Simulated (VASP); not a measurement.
A run of VASP 6.6.1:

The input POSCAR:

```
BAs
1.0
    0.0000000000      2.3677079492      2.3677079492
    2.3677079492      0.0000000000      2.3677079492
    2.3677079492      2.3677079492      0.0000000000
B As
1 1
Direct
    0.0000000000      0.0000000000      0.0000000000
    0.2500000000      0.2500000000      0.2500000000
```

The input INCAR.step1:

```
SYSTEM = BAs
PREC = Accurate
ENCUT = 550
ISMEAR = 0
SIGMA = 0.01
LREAL = .False.
LASPH = .True.
NELM = 120
NBANDS = 11
GGA = PE
ALGO = Normal
EDIFF = 1E-5
LWAVE = .True.
LCHARG = .False.
GGA_COMPAT = .False.
```

INCAR.step2

```
SYSTEM = BAs
PREC = Accurate
ENCUT = 550
EDIFF = 1E-6
ISMEAR = 0
SIGMA = 0.01
LREAL = .False.
LASPH = .True.
NELM = 120
ALGO = Normal
ISIF = 2
LWAVE = .False.
LCHARG = .False.
METAGGA = R2SCAN
LMIXTAU = .True.
NBANDS = 11
ISTART = 1
GGA_COMPAT = .False.
```

Contents of KPOINTS:

```
regular mesh
0
Gamma
  8 8 8
  0 0 0
```

Potentials or basis: VASP PAW PBE potentials, release 64 (B, As).

Command:

```bash
$ cat potpaw_PBE.64/B/POTCAR potpaw_PBE.64/As/POTCAR > POTCAR
$ cp INCAR.step1 INCAR
$ mpirun -np 1 vasp_std > vasp.out
$ cp INCAR.step2 INCAR
$ mpirun -np 1 vasp_std > vasp.out
```

Hardware: 1 thread of AMD EPYC 7R43 64-Core Processor (Zen 3), with other jobs on the host.

**Question.** How long does it take, and how much memory?

**Answer.** It took 52 s on 1 thread of AMD EPYC 7R43 64-Core Processor (Zen 3), on a shared host, peak memory 0.13 GiB. Counts: k points 29.
